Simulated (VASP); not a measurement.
# SnSe (Fm-3m) in VASP: further runs

SnSe is run at these levels: PBE+D3(BJ); tasks: single point.

Program: VASP 6.6.1. These are calculated values, not measurements. Logs are shortened: lines on timing, memory, paths and dates and some standing lists are left out, and cuts for length are marked.

### 1 The cell of the first run

It takes space group Fm-3m (No. 225, cubic). The conventional cell has a = 5.728 Å, b = 5.728 Å, c = 5.728 Å, α = 90.00°, β = 90.00°, γ = 90.00°. Within 3.8 Å of Sn (site symmetry m-3m) lie 6 Se at 2.86 Å. Se (site symmetry m-3m) has 6 Sn at 2.86 Å within 3.8 Å.

### 2 Single point, PBE+D3(BJ) (volume scaled by 0.88)

Input file INCAR:

```
SYSTEM = SnSe
PREC = Accurate
ENCUT = 520
EDIFF = 1E-6
ISMEAR = 0
SIGMA = 0.02
LREAL = .FALSE.
LASPH = .TRUE.
NELM = 80
ALGO = Normal
ISIF = 2
LWAVE = .FALSE.
LCHARG = .FALSE.
GGA = PE
IVDW = 12
NBANDS = 17
```

Input file KPOINTS:

```
Automatic mesh
0
G
  10 10 10
  0 0 0
```

Input file POSCAR:

```
SnSe
1.0
    0.0000000000      2.8640892709      2.8640892709
    2.8640892709      0.0000000000      2.8640892709
    2.8640892709      2.8640892709      0.0000000000
Sn Se
1 1
Direct
    0.0000000000      0.0000000000      0.0000000000
    0.5000000000      0.5000000000      0.5000000000
```

Potentials or basis: VASP PAW PBE potentials, release 64 (Sn_d, Se).

On the command line:

```bash
cat potpaw_PBE.64/Sn_d/POTCAR potpaw_PBE.64/Se/POTCAR > POTCAR
mpirun -np 1 vasp_std > vasp.out
```

OUTCAR:

```text
SYSTEM = SnSe
   PREC = Accurate
   ENCUT = 520
   EDIFF = 1E-6
   ISMEAR = 0
   LREAL = .FALSE.
   LASPH = .TRUE.
   NELM = 80
   ISIF = 2
   GGA = PE
   IVDW = 12
 IVDW          = 12

 ion  position               nearest neighbor table
   1  0.000  0.000  0.000-   2 2.86   2 2.86   2 2.86   2 2.86   2 2.86   2 2.86
   2  0.500  0.500  0.500-   1 2.86   1 2.86   1 2.86   1 2.86   1 2.86   1 2.86

  LATTYP: Found a face centered cubic cell.
 ALAT       =     5.7281785418

  Lattice vectors:

 A1 = (   0.0000000000,   2.8640892709,   2.8640892709)
 A2 = (   2.8640892709,   0.0000000000,   2.8640892709)
 A3 = (   2.8640892709,   2.8640892709,   0.0000000000)

Analysis of symmetry for initial positions (statically):
=====================================================================
 Subroutine PRICEL returns:
 Original cell was already a primitive cell.

 Routine SETGRP: Setting up the symmetry group for a
 face centered cubic supercell.

 Subroutine GETGRP returns: Found 48 space group operations
 (whereof 48 operations were pure point group operations)
 out of a pool of 48 trial point group operations.

The static configuration has the point symmetry O_h .

Analysis of symmetry for dynamics (positions and initial velocities):
=====================================================================
 Subroutine PRICEL returns:
 Original cell was already a primitive cell.

 Routine SETGRP: Setting up the symmetry group for a
 face centered cubic supercell.

 Subroutine GETGRP returns: Found 48 space group operations
 (whereof 48 operations were pure point group operations)
 out of a pool of 48 trial point group operations.

The dynamic configuration has the point symmetry O_h .

 Subroutine INISYM returns: Found 48 space group operations
 (whereof 48 operations are pure point group operations),
 and found     1 'primitive' translations

----------------------------------------------------------------------------------------

                                     Primitive cell

  volume of cell :      46.9883

  direct lattice vectors                    reciprocal lattice vectors
     0.000000000  2.864089271  2.864089271    -0.174575564  0.174575564  0.174575564
     2.864089271  0.000000000  2.864089271     0.174575564 -0.174575564  0.174575564
     2.864089271  2.864089271  0.000000000     0.174575564  0.174575564 -0.174575564

  length of vectors
     4.050433891  4.050433891  4.050433891     0.302373747  0.302373747  0.302373747

  position of ions in fractional coordinates (direct lattice)
     0.000000000  0.000000000  0.000000000
     0.500000000  0.500000000  0.500000000

  ion indices of the primitive-cell ions
   primitive index   ion index
                 1           1
                 2           2

----------------------------------------------------------------------------------------

 KPOINTS: Automatic mesh

Automatic generation of k-mesh.
 Grid dimensions read from file:
 generate k-points for:   10   10   10

 Generating k-lattice:

  Cartesian coordinates                     Fractional coordinates (reciprocal lattice)
    -0.017457556  0.017457556  0.017457556     0.100000000  0.000000000  0.000000000
     0.017457556 -0.017457556  0.017457556     0.000000000  0.100000000  0.000000000
     0.017457556  0.017457556 -0.017457556     0.000000000  0.000000000  0.100000000

  Length of vectors
     0.030237375  0.030237375  0.030237375

  Shift w.r.t. Gamma in fractional coordinates (k-lattice)
     0.000000000  0.000000000  0.000000000

 Subroutine IBZKPT returns following result:
 ===========================================

 Found     47 irreducible k-points:

 Following reciprocal coordinates:
            Coordinates               Weight
  0.000000  0.000000  0.000000      1.000000
  0.100000  0.000000  0.000000      8.000000
  0.200000  0.000000  0.000000      8.000000
  0.300000  0.000000  0.000000      8.000000
  0.400000  0.000000  0.000000      8.000000
  0.500000  0.000000  0.000000      4.000000
[... 16 lines left out ...]
  0.300000  0.300000  0.000000      6.000000
  0.400000  0.300000  0.000000     24.000000
 [... further k-points ...]
   k-points           NKPTS =     47   k-points in BZ     NKDIM =     47   number of bands    NBANDS=     17
   number of dos      NEDOS =    301   number of ions     NIONS =      2
   total plane-waves  NPLWV =  27000
   dimension x,y,z NGX =    30 NGY =   30 NGZ =   30
   dimension x,y,z NGXF=    60 NGYF=   60 NGZF=   60
   ions per type =               1   1
   NGX,Y,Z   is equivalent  to a cutoff of  12.31, 12.31, 12.31 a.u.
   NGXF,Y,Z  is equivalent  to a cutoff of  24.63, 24.63, 24.63 a.u.
 SYSTEM =  SnSe
   PREC   = accura    normal or accurate (medium, high low for compatibility)
   ISTART =      0    job   : 0-new  1-cont  2-samecut
   ICHARG =      2    charge: 1-file 2-atom 10-const
   ISPIN  =      1    spin polarized calculation?
   LNONCOLLINEAR =      F non collinear calculations
   LSORBIT =      F    spin-orbit coupling
   LASPH  =      T    aspherical Exc in radial PAW
   ENCUT  =  520.0 eV  38.22 Ry    6.18 a.u.   7.53  7.53  7.53*2*pi/ulx,y,z
   NELM   =     80;   NELMIN=  2; NELMDL= -5     # of ELM steps
   EDIFF  = 0.1E-05   stopping-criterion for ELM
   LREAL  =      F    real-space projection
   EDIFFG = 0.1E-04   stopping-criterion for IOM
   NSW    =      0    number of steps for IOM
   IBRION =     -1    ionic relax: 0-MD 1-quasi-New 2-CG
   NFREE  =      0    steps in history (QN), initial steepest desc. (CG)
   ISIF   =      2    stress and relaxation
   ISYM   =      2    0-nonsym 1-usesym 2-fastsym
   POTIM  = 0.5000    time-step for ionic-motion
   TEBEG  =    0.0;   TEEND  =   0.0 temperature during run
   PSTRESS=    0.0 pullay stress
   NELECT =      20.0000    total number of electrons
   NUPDOWN=      -1.0000    fix difference up-down
   EMIN   =  10.00;   EMAX   =-10.00  energy-range for DOS
   EFERMI =   0.00;   METHOD = LEGACY
   ISMEAR =     0;   SIGMA  =   0.02  broadening in eV -4-tet -1-fermi 0-gaus
   EFERMI_NEDOS =   21; number of points for ismear=-14 and -15
   IALGO  =     38    algorithm
   IMIX   =      4    mixing-type and parameters
     AMIX     =   0.40;   BMIX     =  1.00
     AMIX_MAG =   1.60;   BMIX_MAG =  1.00
  volume/ion in A,a.u.               =      23.49       158.55
  Fermi-wavevector in a.u.,A,eV,Ry     =   1.231464  2.327129 20.633274  1.516503
  Thomas-Fermi vector in A             =   2.366272
   LORBIT       =      0    0 simple, 1 ext, 2 COOP (PROOUT), +10 PAW based schemes
   GGA     = PE    functional components
   LHFCALC =     F    Hartree Fock is set to
   AEXX    =    0.0000 exact exchange contribution
   IVDW    =    12    specifies the selected vdW correction
   LEPSILON=     F    determine dielectric tensor
   LRPA    =     F    only Hartree local field effects (RPA)
 non-spin polarized calculation
 Gauss-broadening in eV      SIGMA  =   0.02
  energy-cutoff  :      520.00
  volume of cell :       46.99
 maximum number of plane-waves:      1295
   NGX = 15   NGY = 15   NGZ = 15

 number of electron      19.9999991 magnetization

 Free energy of the ion-electron system (eV)
  ---------------------------------------------------
  ext. energy  EPLUGINS =         0.00000000
  ---------------------------------------------------
  free energy    TOTEN  =        -7.93857237 eV

  energy without entropy =       -7.93857237  energy(sigma->0) =       -7.93857237

 E-fermi :   7.8245     XC(G=0): -10.2946

 val. band max:        7.6377371474   @ k =  -0.2000   0.2000   0.0000
 cond. band min:       7.9160690787   @ k =  -0.4000   0.1000   0.0000
 fundamental gap:      0.2783319313
 Fermi energy:         7.8244998502

 k-point     1 :       0.0000    0.0000    0.0000
  band No.  band energies     occupation
      1     -14.2546      2.00000
      2     -14.2546      2.00000
      3     -14.2492      2.00000
      4     -14.2492      2.00000
      5     -14.2492      2.00000
      6      -7.6175      2.00000
[... 9 lines left out ...]
     16      13.0320      0.00000
     17      15.3373      0.00000

 k-point     2 :       0.1000    0.0000    0.0000
  band No.  band energies     occupation
      1     -14.2558      2.00000
      2     -14.2558      2.00000
      3     -14.2488      2.00000
      4     -14.2473      2.00000
      5     -14.2473      2.00000
      6      -7.5257      2.00000
[... 9 lines left out ...]
     16      13.3338      0.00000
     17      16.2727      0.00000

 k-point     3 :       0.2000    0.0000    0.0000
  band No.  band energies     occupation
      1     -14.2597      2.00000
      2     -14.2597      2.00000
      3     -14.2480      2.00000
      4     -14.2416      2.00000
      5     -14.2416      2.00000
      6      -7.2638      2.00000
[... 9 lines left out ...]
     16      14.0381      0.00000
     17      18.2667      0.00000

 k-point     4 :       0.3000    0.0000    0.0000
  band No.  band energies     occupation
      1     -14.2648      2.00000
      2     -14.2648      2.00000
      3     -14.2470      2.00000
      4     -14.2342      2.00000
      5     -14.2342      2.00000
      6      -6.8819      2.00000
[... 9 lines left out ...]
     16      15.1237      0.00000
     17      20.3625      0.00000
[... 343 lines left out ...]
      1     -14.2665      2.00000
      2     -14.2647      2.00000
      3     -14.2452      2.00000
      4     -14.2372      2.00000
      5     -14.2323      2.00000
      6      -6.7480      2.00000
[... 9 lines left out ...]
     16      17.2764      0.00000
     17      17.5917      0.00000

 k-point    23 :       0.3000    0.3000    0.0000
  band No.  band energies     occupation
      1     -14.2911      2.00000
      2     -14.2577      2.00000
      3     -14.2454      2.00000
      4     -14.2281      2.00000
      5     -14.2281      2.00000
      6      -6.6187      2.00000
[... 9 lines left out ...]
     16      17.9837      0.00000
     17      17.9840      0.00000

 k-point    24 :       0.4000    0.3000    0.0000
  band No.  band energies     occupation
      1     -14.2991      2.00000
      2     -14.2576      2.00000
      3     -14.2460      2.00000
      4     -14.2245      2.00000
      5     -14.2231      2.00000
      6      -6.3157      2.00000
[... 9 lines left out ...]
     16      18.6640      0.00000
     17      19.2064      0.00000

 [... further k-points ...]

------------------------ aborting loop because EDIFF is reached ----------------------------------------

 Edisp (eV)   -0.82316

 E8    (eV) :    -0.3705

  FORCE on cell =-STRESS in cart. coord.  units (eV):
  Direction    XX          YY          ZZ          XY          YZ          ZX
  --------------------------------------------------------------------------------------
  -------------------------------------------------------------------------------------
  Total       2.62852     2.62852     2.62852    -0.00000    -0.00000     0.00000
  in kB      89.62546    89.62546    89.62546    -0.00000    -0.00000     0.00000
  external pressure =       89.63 kB  Pullay stress =        0.00 kB

 VOLUME and BASIS-vectors are now :
 -----------------------------------------------------------------------------
  energy-cutoff  :      520.00
  volume of cell :       46.99
      direct lattice vectors                 reciprocal lattice vectors
     0.000000000  2.864089271  2.864089271    -0.174575564  0.174575564  0.174575564
     2.864089271  0.000000000  2.864089271     0.174575564 -0.174575564  0.174575564
     2.864089271  2.864089271  0.000000000     0.174575564  0.174575564 -0.174575564

 POSITION                                       TOTAL-FORCE (eV/Angst)
 -----------------------------------------------------------------------------------
      0.00000      0.00000      0.00000        -0.000000      0.000000     -0.000000
      2.86409      2.86409      2.86409         0.000000     -0.000000      0.000000
 -----------------------------------------------------------------------------------
    total drift:                               -0.000000      0.000000      0.000000

  FREE ENERGIE OF THE ION-ELECTRON SYSTEM (eV)
  ---------------------------------------------------
  free  energy   TOTEN  =        -8.7617321998 eV

  energy  without entropy=       -8.7617321998  energy(sigma->0) =       -8.76173220
```

It took 18 s on 1 thread of Intel Xeon 6975P-C (Granite Rapids), shared host; peak memory 0.2 GiB.

What came out:

```yaml
Free_energy: -8.7617 eV
Pressure: 9.0 GPa
Band_gap_on_the_k_mesh: 0.28 eV, indirect (least direct gap 0.56 eV)
Dispersion_energy_per_atom: -0.412 eV
```

Caveat: spin-orbit coupling is left out, which moves the levels of the heavy elements. A k mesh can miss the band edges.

(Part 1 of 2 ends here.)
